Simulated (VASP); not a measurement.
Here is a VASP 6.6.1 calculation.

Contents of INCAR:

```
PREC = Accurate ; ENCUT = 520
EDIFF = 1E-7 ; ISMEAR = -1
SIGMA = 0.15 ; LREAL = False
LASPH = True ; NELM = 60
ALGO = Normal ; ISIF = 2
LWAVE = False ; LCHARG = True
GGA = PS ; LELF = True
LVHAR = True ; NBANDS = 18
```

KPOINTS

```
Automatic mesh
0
Gamma
  7 7 4
```

File POSCAR:

```
HfSc
1.0
    3.1944717055      0.0000000000      0.0000000000
   -1.5972358527      2.7664936486      0.0000000000
    0.0000000000      0.0000000000      5.0450234485
Hf Sc
1 1
Direct
    0.6666666667      0.3333333333      0.5000000000
    0.3333333333      0.6666666667      0.0000000000
```

Potentials or basis: VASP PAW PBE potentials, release 64 (Hf_pv, Sc_sv).

Run with:

```sh
$ cat potpaw_PBE.64/Hf_pv/POTCAR potpaw_PBE.64/Sc_sv/POTCAR > POTCAR
$ mpirun -np 1 vasp_std > vasp.out
```

**Question.** What does it give for the pressure?

**Answer.** -0.1 GPa.

Caveat: the PAW data sets were made with another functional, which shifts forces and pressure a little.
